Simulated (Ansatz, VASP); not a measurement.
**ZrMo3: VASP beside Ansatz**

Contents of INCAR:

```
PREC     = Accurate       # precision mode
ENCUT    = 600            # plane-wave cutoff, eV
EDIFF    = 1E-6           # SCF threshold, eV
ISMEAR   = 0              # smearing method
SIGMA    = 0.1            # smearing width, eV
LREAL    = False          # projectors in reciprocal space
LASPH    = True           # aspherical terms in the spheres
NELM     = 60             # most SCF steps
ALGO     = Fast           # electronic algorithm
ISIF     = 3              # what is computed and relaxed
LWAVE    = False          # write WAVECAR
LCHARG   = False          # write CHGCAR
GGA      = PE             # functional
IBRION   = 2              # ionic algorithm
NSW      = 90             # ionic steps
EDIFFG   = -0.04          # ionic threshold
```

The input KPOINTS:

```
regular mesh
0
Gamma
  4 4 4
```

Contents of POSCAR:

```
ZrMo3
1.0
    4.9420000000      0.0000000000      0.0000000000
    0.0000000000      4.9420000000      0.0000000000
    0.0000000000      0.0000000000      4.9420000000
Zr Mo
2 6
Direct
    0.0000000000      0.0000000000      0.0000000000
    0.5000000000      0.5000000000      0.5000000000
    0.2500000000      0.0000000000      0.5000000000
    0.5000000000      0.7500000000      0.0000000000
    0.7500000000      0.0000000000      0.5000000000
    0.5000000000      0.2500000000      0.0000000000
    0.0000000000      0.5000000000      0.7500000000
    0.0000000000      0.5000000000      0.2500000000
```

Input for Ansatz:

```yaml
crystal:
  lattice:
    - [4.942, 0.0, 0.0]
    - [0.0, 4.942, 0.0]
    - [0.0, 0.0, 4.942]
  atoms:
    - { symbol: Zr, position: [0.0, 0.0, 0.0] }
    - { symbol: Zr, position: [0.5, 0.5, 0.5] }
    - { symbol: Mo, position: [0.25, 0.0, 0.5] }
    - { symbol: Mo, position: [0.5, 0.75, 0.0] }
    - { symbol: Mo, position: [0.75, 0.0, 0.5] }
    - { symbol: Mo, position: [0.5, 0.25, 0.0] }
    - { symbol: Mo, position: [0.0, 0.5, 0.75] }
    - { symbol: Mo, position: [0.0, 0.5, 0.25] }
basis:
  ecutwfc: 420
kpoints:
  mp_grid: { grid: [4, 4, 4] }
hamiltonian:
  xc: pbe
scf:
  occupations: { method: gaussian, width: 0.1 }
  lower_state_search: "off"
output:
  forces: true
  stress: true
  eigenvalues: true
relax:
  adjacent_minimum: "off"
  f_tol: 0.04
  max_steps: 70
  cell: { stress_tol: 0.4 }
```

Alike in both runs: task relaxation of cell and atoms; functional PBE; k mesh 4 × 4 × 4; occupations gaussian, width 0.1 eV; no spin polarisation.

|  | VASP | Ansatz |
| --- | --- | --- |
| version | VASP 6.6.1 | Ansatz 0.2.0 |
| potentials or method | VASP PAW PBE potentials, release 64 (Zr_sv, Mo_sv), cutoff 600 eV | scalar-relativistic, plane waves, PAW |
| valence electrons in the cell | 108 | 108 |

```tsv
	VASP	Ansatz	Ansatz less VASP
gap on the k mesh at the Fermi level, each at its own relaxed structure (eV)	none	none	-
relaxed volume (Å³/atom)	17.51	17.47	-0.036
relaxed length of the cell vector where the two differ most in proportion (Å)	5.193	5.190	-0.0035
```

A gap of «none» marks a metal or a gap that the smearing closes.

Noted on VASP's run: the volume moved by over 15 % at a fixed basis, so the end points are rough.
